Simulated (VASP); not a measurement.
# CsP2 (Pccm) in VASP: further runs

The runs below take CsP2 through single point, with PBE.

Everything below comes from runs of VASP 6.6.1. Logs are shortened: lines on timing, memory, paths and dates and some standing lists are left out, and cuts for length are marked.

## 1. The cell of the first run

Symmetry: Pccm, No. 49, orthorhombic system. Conventional cell: a = 3.759 Å, b = 5.802 Å, c = 10.104 Å, α = 90.00°, β = 90.00°, γ = 90.00°. Cs (site symmetry 222) has 12 P at 3.57 to 4.44 Å and 2 Cs at 3.76 Å within 4.7 Å. Within 2.9 Å of P (site symmetry m) lie 2 P at 2.17 to 2.22 Å.

The cell was generated, and may not be a known phase.

## 2. Single point, PBE

The input, INCAR:

```
  PREC = Accurate
  ENCUT = 520
  EDIFF = 1E-6
  ISMEAR = 0
  SIGMA = 0.1
  LREAL = False
  LASPH = True
  NELM = 80
  ALGO = Normal
  ISIF = 2
  LWAVE = False
  LCHARG = True
  GGA = PE
  LELF = True
  LVHAR = True
  NBANDS = 28
```

The input, KPOINTS:

```
regular mesh
0
Gamma
  4 4 4
```

The input, POSCAR:

```
CsP2
1.0
    5.8017264949      0.0000000000      0.0000000000
    0.0000000000      3.7588051792      0.0000000000
    0.0000000000      0.0000000000     10.1036294876
Cs P
2 4
Direct
    0.0000000000      0.5000000000      0.7500000000
    0.0000000000      0.5000000000      0.2500000000
    0.4026207068      0.2460229622      0.5000000000
    0.5973792932      0.7539770378      0.5000000000
    0.4026207068      0.7539770378      0.0000000000
    0.5973792932      0.2460229622      0.0000000000
```

Potentials or basis: VASP PAW PBE potentials, release 64 (Cs_sv, P).

Launch:

```
$ cat potpaw_PBE.64/Cs_sv/POTCAR potpaw_PBE.64/P/POTCAR > POTCAR
$ mpirun -np 1 vasp_std > vasp.out
```

OUTCAR:

```text
PREC = Accurate
   ENCUT = 520
   EDIFF = 1E-6
   ISMEAR = 0
   LREAL = False
   LASPH = True
   NELM = 80
   ISIF = 2
   GGA = PE

 ion  position               nearest neighbor table
   1  0.000  0.500  0.750-
   2  0.000  0.500  0.250-
   3  0.403  0.246  0.500-   4 2.17   4 2.22
   4  0.597  0.754  0.500-   3 2.17   3 2.22
   5  0.403  0.754  0.000-   6 2.17   6 2.22
   6  0.597  0.246  0.000-   5 2.17   5 2.22

  LATTYP: Found a simple orthorhombic cell.
 ALAT       =     3.7588051792
 B/A-ratio  =     1.5435028469
 C/A-ratio  =     2.6879896685

  Lattice vectors:

 A1 = (   0.0000000000,  -3.7588051792,   0.0000000000)
 A2 = (   5.8017264949,   0.0000000000,   0.0000000000)
 A3 = (   0.0000000000,   0.0000000000,  10.1036294876)

Analysis of symmetry for initial positions (statically):
=====================================================================
 Subroutine PRICEL returns:
 Original cell was already a primitive cell.

 Routine SETGRP: Setting up the symmetry group for a
 simple orthorhombic supercell.

 Subroutine GETGRP returns: Found  8 space group operations
 (whereof  4 operations were pure point group operations)
 out of a pool of  8 trial point group operations.

The static configuration has the point symmetry C_2h.
 The point group associated with its full space group is D_2h.

Analysis of symmetry for dynamics (positions and initial velocities):
=====================================================================
 Subroutine PRICEL returns:
 Original cell was already a primitive cell.

 Routine SETGRP: Setting up the symmetry group for a
 simple orthorhombic supercell.

 Subroutine GETGRP returns: Found  8 space group operations
 (whereof  4 operations were pure point group operations)
 out of a pool of  8 trial point group operations.

The dynamic configuration has the point symmetry C_2h.
 The point group associated with its full space group is D_2h.

 Subroutine INISYM returns: Found  8 space group operations
 (whereof  4 operations are pure point group operations),
 and found     1 'primitive' translations

----------------------------------------------------------------------------------------

                                     Primitive cell

  volume of cell :     220.3355

  direct lattice vectors                    reciprocal lattice vectors
     5.801726495  0.000000000  0.000000000     0.172362486  0.000000000  0.000000000
     0.000000000  3.758805179  0.000000000     0.000000000  0.266041987  0.000000000
     0.000000000  0.000000000 10.103629488     0.000000000  0.000000000  0.098974334

  length of vectors
     5.801726495  3.758805179 10.103629488     0.172362486  0.266041987  0.098974334

  position of ions in fractional coordinates (direct lattice)
     0.000000000  0.500000000  0.750000000
     0.000000000  0.500000000  0.250000000
     0.402620707  0.246022962  0.500000000
     0.597379293  0.753977038  0.500000000
     0.402620707  0.753977038  0.000000000
     0.597379293  0.246022962  0.000000000

  ion indices of the primitive-cell ions
   primitive index   ion index
                 1           1
                 2           2
                 3           3
                 4           4
                 5           5
                 6           6

----------------------------------------------------------------------------------------

 KPOINTS: regular mesh

Automatic generation of k-mesh.
 Grid dimensions read from file:
 generate k-points for:    4    4    4

 Generating k-lattice:

  Cartesian coordinates                     Fractional coordinates (reciprocal lattice)
     0.043090621  0.000000000  0.000000000     0.250000000  0.000000000  0.000000000
     0.000000000  0.066510497  0.000000000     0.000000000  0.250000000  0.000000000
     0.000000000  0.000000000  0.024743584     0.000000000  0.000000000  0.250000000

  Length of vectors
     0.043090621  0.066510497  0.024743584

  Shift w.r.t. Gamma in fractional coordinates (k-lattice)
     0.000000000  0.000000000  0.000000000

 Subroutine IBZKPT returns following result:
 ===========================================

 Found     27 irreducible k-points:

 Following reciprocal coordinates:
            Coordinates               Weight
  0.000000  0.000000  0.000000      1.000000
  0.250000  0.000000  0.000000      2.000000
  0.500000  0.000000  0.000000      1.000000
  0.000000  0.250000  0.000000      2.000000
  0.250000  0.250000  0.000000      4.000000
  0.500000  0.250000  0.000000      2.000000
[... 16 lines left out ...]
  0.250000  0.250000  0.500000      4.000000
  0.500000  0.250000  0.500000      2.000000
 [... further k-points ...]
   k-points           NKPTS =     27   k-points in BZ     NKDIM =     27   number of bands    NBANDS=     28
   number of dos      NEDOS =    301   number of ions     NIONS =      6
   total plane-waves  NPLWV = 107520
   dimension x,y,z NGX =    48 NGY =   28 NGZ =   80
   dimension x,y,z NGXF=    96 NGYF=   56 NGZF=  160
   ions per type =               2   4
   NGX,Y,Z   is equivalent  to a cutoff of  13.75, 12.38, 13.16 a.u.
   NGXF,Y,Z  is equivalent  to a cutoff of  27.51, 24.77, 26.33 a.u.
 SYSTEM =  unknown system
   PREC   = accura    normal or accurate (medium, high low for compatibility)
   ISTART =      0    job   : 0-new  1-cont  2-samecut
   ICHARG =      2    charge: 1-file 2-atom 10-const
   ISPIN  =      1    spin polarized calculation?
   LNONCOLLINEAR =      F non collinear calculations
   LSORBIT =      F    spin-orbit coupling
   LASPH  =      T    aspherical Exc in radial PAW
   ENCUT  =  520.0 eV  38.22 Ry    6.18 a.u.  10.79  6.99 18.79*2*pi/ulx,y,z
   NELM   =     80;   NELMIN=  2; NELMDL= -5     # of ELM steps
   EDIFF  = 0.1E-05   stopping-criterion for ELM
   LREAL  =      F    real-space projection
[... 7 lines left out ...]
   TEBEG  =    0.0;   TEEND  =   0.0 temperature during run
   PSTRESS=    0.0 pullay stress
   NELECT =      38.0000    total number of electrons
   NUPDOWN=      -1.0000    fix difference up-down
   EMIN   =  10.00;   EMAX   =-10.00  energy-range for DOS
   EFERMI =   0.00;   METHOD = LEGACY
   ISMEAR =     0;   SIGMA  =   0.10  broadening in eV -4-tet -1-fermi 0-gaus
   EFERMI_NEDOS =   21; number of points for ismear=-14 and -15
   IALGO  =     38    algorithm
   IMIX   =      4    mixing-type and parameters
     AMIX     =   0.40;   BMIX     =  1.00
     AMIX_MAG =   1.60;   BMIX_MAG =  1.00
  volume/ion in A,a.u.               =      36.72       247.82
  Fermi-wavevector in a.u.,A,eV,Ry     =   0.911258  1.722027 11.298150  0.830391
  Thomas-Fermi vector in A             =   2.035516
   LORBIT       =      0    0 simple, 1 ext, 2 COOP (PROOUT), +10 PAW based schemes
   GGA     = PE    functional components
   LHFCALC =     F    Hartree Fock is set to
   AEXX    =    0.0000 exact exchange contribution
   IVDW    =     0    specifies the selected vdW correction
   LEPSILON=     F    determine dielectric tensor
   LRPA    =     F    only Hartree local field effects (RPA)
 non-spin polarized calculation
 Gauss-broadening in eV      SIGMA  =   0.10
  energy-cutoff  :      520.00
  volume of cell :      220.34
 maximum number of plane-waves:      5960
 NGX is ok and might be reduce to    48
   NGX = 21   NGY = 13   NGZ = 37

 number of electron      38.0000001 magnetization

 Free energy of the ion-electron system (eV)
  ---------------------------------------------------
  ext. energy  EPLUGINS =         0.00000000
  ---------------------------------------------------
  free energy    TOTEN  =       -24.43415082 eV

  energy without entropy =      -24.43410417  energy(sigma->0) =      -24.43412750

 E-fermi :   2.5444     XC(G=0):  -7.6909

 val. band max:        2.3169412480   @ k =   0.2500   0.0000   0.0000
 cond. band min:       2.7624796502   @ k =   0.0000   0.2500   0.0000
 fundamental gap:      0.4455384022
 Fermi energy:         2.5443927042

 k-point     1 :       0.0000    0.0000    0.0000
  band No.  band energies     occupation
      1     -20.3011      2.00000
      2     -20.2933      2.00000
      3     -10.4539      2.00000
      4     -10.4229      2.00000
      5      -7.2101      2.00000
      6      -7.0928      2.00000
[... 20 lines left out ...]
     27       6.6595      0.00000
     28       6.9068      0.00000

 k-point     2 :       0.2500    0.0000    0.0000
  band No.  band energies     occupation
      1     -20.3003      2.00000
      2     -20.2927      2.00000
      3     -10.4479      2.00000
      4     -10.4241      2.00000
      5      -7.2115      2.00000
      6      -7.1358      2.00000
[... 20 lines left out ...]
     27       6.5233      0.00000
     28       7.1143      0.00000

 k-point     3 :       0.5000    0.0000    0.0000
  band No.  band energies     occupation
      1     -20.2996      2.00000
      2     -20.2922      2.00000
      3     -10.4722      2.00000
      4     -10.3929      2.00000
      5      -7.3394      2.00000
      6      -7.1775      2.00000
[... 20 lines left out ...]
     27       6.4767      0.00000
     28       6.8824      0.00000

 k-point     4 :       0.0000    0.2500    0.0000
  band No.  band energies     occupation
      1     -20.2123      2.00000
      2     -20.2050      2.00000
      3      -9.8699      2.00000
      4      -9.8417      2.00000
      5      -7.3056      2.00000
      6      -7.2795      2.00000
[... 578 lines left out ...]
     27       6.5556      0.00000
     28       6.5651      0.00000

 k-point    23 :       0.2500    0.2500    0.5000
  band No.  band energies     occupation
      1     -20.2081      2.00000
      2     -20.2081      2.00000
      3      -9.8536      2.00000
      4      -9.8492      2.00000
      5      -7.3043      2.00000
      6      -7.2808      2.00000
[... 20 lines left out ...]
     27       6.2159      0.00000
     28       6.3824      0.00000

 k-point    24 :       0.5000    0.2500    0.5000
  band No.  band energies     occupation
      1     -20.2075      2.00000
      2     -20.2075      2.00000
      3      -9.8476      2.00000
      4      -9.8476      2.00000
      5      -7.2909      2.00000
      6      -7.2909      2.00000
[... 20 lines left out ...]
     27       6.6314      0.00000
     28       6.6318      0.00000

 [... further k-points ...]

------------------------ aborting loop because EDIFF is reached ----------------------------------------

  FORCE on cell =-STRESS in cart. coord.  units (eV):
  Direction    XX          YY          ZZ          XY          YZ          ZX
  --------------------------------------------------------------------------------------
  -------------------------------------------------------------------------------------
  Total       -0.0391006     -0.1181688      0.0916087     -0.0000000      0.0000000      0.0000000
  in kB       -0.2843215     -0.8592688      0.6661361     -0.0000000      0.0000000      0.0000000
  external PRESSURE =      -0.1591514 kB  Pullay stress =       0.0000000 kB

 VOLUME and BASIS-vectors are now :
 -----------------------------------------------------------------------------
  energy-cutoff  :      520.00
  volume of cell :      220.34
      direct lattice vectors                 reciprocal lattice vectors
     5.801726495  0.000000000  0.000000000     0.172362486  0.000000000  0.000000000
     0.000000000  3.758805179  0.000000000     0.000000000  0.266041987  0.000000000
     0.000000000  0.000000000 10.103629488     0.000000000  0.000000000  0.098974334

 POSITION                                       TOTAL-FORCE (eV/Angst)
 -----------------------------------------------------------------------------------
      0.00000      1.87940      7.57772         0.000000      0.000000     -0.000000
      0.00000      1.87940      2.52591         0.000000      0.000000      0.000000
      2.33590      0.92475      5.05181         0.031672     -0.005055     -0.000000
      3.46583      2.83405      5.05181        -0.031672      0.005055      0.000000
      2.33590      2.83405      0.00000         0.031672      0.005055      0.000000
      3.46583      0.92475      0.00000        -0.031672     -0.005055     -0.000000
 -----------------------------------------------------------------------------------
    total drift:                               -0.000000     -0.000000      0.000000

  FREE ENERGIE OF THE ION-ELECTRON SYSTEM (eV)
  ---------------------------------------------------
  free  energy   TOTEN  =       -24.4341508185 eV

  energy  without entropy=      -24.4341041730  energy(sigma->0) =      -24.43412750
```

It took 73 s on 1 thread of Intel Xeon 6975P-C (Granite Rapids), shared host; peak memory 0.37 GiB.

What came out:

```
Free energy            : -24.4342 eV
Pressure               : 0.0 GPa
Largest force          : 0.032 eV/Å
Band gap on the k mesh : zero (bands 19 and 20 overlap by 1.88 eV)
```

Forces on the atoms (eV/Å):
```
Cs   0.000  0.000  0.000
Cs   0.000  0.000  0.000
P    0.032 -0.005  0.000
P   -0.032  0.005  0.000
P    0.032  0.005  0.000
P   -0.032 -0.005  0.000
```

Levels at points of the mesh, in eV from the Fermi level:
```
           k point  band 18  band 19  band 20  band 21  band 22  band 23
(0.00, 0.00, 0.00)    -0.74    -0.35    -0.23     0.86     1.49     1.50
(0.50, 0.00, 0.00)    -0.56    -0.38    -0.34     0.51     1.49     1.94
(0.00, 0.50, 0.00)    -1.76    -1.42    -1.17     1.43     2.27     2.61
(0.50, 0.50, 0.00)    -1.40    -1.39    -1.37     2.07     2.89     3.22
(0.00, 0.00, 0.50)    -1.14    -0.30    -0.30     1.17     1.17     2.12
(0.50, 0.00, 0.50)    -0.50    -0.50    -0.50     0.98     0.98     2.23
(0.00, 0.50, 0.50)    -1.60    -1.51    -1.51     1.90     1.90     2.66
(0.50, 0.50, 0.50)    -1.71    -1.40    -1.40     2.82     2.82     3.02
```

Caveat: the k points lie up to 0.42 Å⁻¹ apart, too coarse for converged energies and pressures of a metal; spin-orbit coupling is left out, which moves the levels of the heavy elements.

## 3. Single point, PBE

This run uses another cell than the first one, of 34.64 Å³/atom.

The input, INCAR:

```
  ALGO = Normal
  EDIFF = 1E-6
  ENCUT = 520
  GGA = PE
  ISIF = 2
  ISMEAR = 0
  LASPH = True
  LCHARG = False
  LREAL = False
  LWAVE = False
  NBANDS = 28
  NELM = 60
  PREC = Accurate
  SIGMA = 0.1
```

The input, KPOINTS:

```
k-points
0
Gamma
  10 8 4
```

The input, POSCAR:

```
CsP2
1.0
    3.4862060006      0.0000000000      0.0000000000
    0.0000000000      5.5471167252      0.0000000000
    0.0000000000      0.0000000000     10.7476242826
Cs P
2 4
Direct
    0.5000000000      0.0000000000      0.2500000000
    0.5000000000      0.0000000000      0.7500000000
    0.2488233668      0.6204188316      0.0000000000
    0.7511766332      0.3795811684      0.0000000000
    0.7511766332      0.6204188316      0.5000000000
    0.2488233668      0.3795811684      0.5000000000
```

Potentials or basis: VASP PAW PBE potentials, release 64 (Cs_sv, P).

Launch:

```
$ cat potpaw_PBE.64/Cs_sv/POTCAR potpaw_PBE.64/P/POTCAR > POTCAR
$ mpirun -np 1 vasp_std > vasp.out
```

OUTCAR:

```text
EDIFF = 1E-6
   ENCUT = 520
   GGA = PE
   ISIF = 2
   ISMEAR = 0
   LASPH = True
   LREAL = False
   NELM = 60
   PREC = Accurate

 ion  position               nearest neighbor table
   1  0.500  0.000  0.250-
   2  0.500  0.000  0.750-
   3  0.249  0.620  0.000-   4 2.19   4 2.20
   4  0.751  0.380  0.000-   3 2.19   3 2.20
[... 955 lines left out ...]
  Direction    XX          YY          ZZ          XY          YZ          ZX
  --------------------------------------------------------------------------------------
  -------------------------------------------------------------------------------------
  Total       -0.1323666     -0.1329857      0.0793790      0.0000000      0.0000000      0.0000000
  in kB       -1.0203662     -1.0251391      0.6119044      0.0000000      0.0000000      0.0000000
  external PRESSURE =      -0.4778669 kB  Pullay stress =       0.0000000 kB

 VOLUME and BASIS-vectors are now :
 -----------------------------------------------------------------------------
  energy-cutoff  :      520.00
  volume of cell :      207.84
      direct lattice vectors                 reciprocal lattice vectors
     3.486206001  0.000000000  0.000000000     0.286844782  0.000000000  0.000000000
     0.000000000  5.547116725  0.000000000     0.000000000  0.180273834  0.000000000
     0.000000000  0.000000000 10.747624283     0.000000000  0.000000000  0.093043818

 POSITION                                       TOTAL-FORCE (eV/Angst)
 -----------------------------------------------------------------------------------
      1.74310      0.00000      2.68691         0.000000      0.000000     -0.000000
      1.74310      0.00000      8.06072         0.000000      0.000000      0.000000
      0.86745      3.44154      0.00000        -0.009802     -0.060478     -0.000000
      2.61876      2.10558      0.00000         0.009802      0.060478     -0.000000
      2.61876      3.44154      5.37381         0.009802     -0.060478     -0.000000
      0.86745      2.10558      5.37381        -0.009802      0.060478     -0.000000
 -----------------------------------------------------------------------------------
    total drift:                               -0.000000     -0.000000      0.000000

  FREE ENERGIE OF THE ION-ELECTRON SYSTEM (eV)
  ---------------------------------------------------
  free  energy   TOTEN  =       -24.5549258963 eV

  energy  without entropy=      -24.5493311002  energy(sigma->0) =      -24.55212850
```

stdout:

```text
POSCAR found type information on POSCAR CsP
 POSCAR found :  2 types and       6 ions
 scaLAPACK will be used
 LDA part: xc-table for (Slater+PW92), standard interpolation
 POSCAR, INCAR and KPOINTS ok, starting setup
 FFT: planning ... GRIDC
 FFT: planning ... GRID_SOFT
 FFT: planning ... GRID
 WAVECAR not read
 entering main loop
```

Wall time 3.7 min (1 thread of Intel Xeon 6975P-C (Granite Rapids), shared host); peak memory 0.56 GiB.

What came out:

```yaml
Free_energy: -24.5549 eV
Pressure: 0.0 GPa
Largest_force: 0.061 eV/Å
Band_gap_on_the_k_mesh: zero (bands 19 and 20 overlap by 2.19 eV)
```

Forces on the atoms (eV/Å):
```
Cs   0.000  0.000  0.000
Cs   0.000  0.000  0.000
P   -0.010 -0.060  0.000
P    0.010  0.060  0.000
P    0.010 -0.060  0.000
P   -0.010  0.060  0.000
```

Levels at points of the mesh, in eV from the Fermi level:
```tsv
k point	band 15	band 16	band 17	band 18	band 19	band 20	band 21	band 22	band 23	band 24
(0.00, 0.00, 0.00)	-3.68	-3.67	-2.66	-1.90	0.14	0.60	0.66	0.99	1.03	1.97
(0.50, 0.00, 0.00)	-3.68	-3.60	-1.92	-1.79	-1.71	-1.42	0.75	1.51	2.02	2.16
(0.00, 0.50, 0.00)	-3.67	-3.67	-1.46	-1.15	-0.06	0.29	0.46	1.01	1.79	2.21
(0.50, 0.50, 0.00)	-3.91	-3.62	-2.04	-1.72	-1.56	-1.55	1.50	2.04	2.84	2.97
(0.00, 0.00, 0.50)	-3.69	-3.69	-2.27	-2.27	0.47	0.47	0.72	0.72	1.74	1.74
(0.50, 0.00, 0.50)	-3.69	-3.69	-1.76	-1.76	-1.69	-1.69	1.20	1.20	1.87	1.87
(0.00, 0.50, 0.50)	-3.66	-3.66	-1.29	-1.29	0.20	0.20	0.62	0.62	2.00	2.00
(0.50, 0.50, 0.50)	-3.86	-3.86	-1.83	-1.83	-1.64	-1.64	2.18	2.18	2.41	2.41
```

Caveat: spin-orbit coupling is left out, which moves the levels of the heavy elements.

The gap in the log of VASP goes by the Fermi energy; the results here count the filled bands.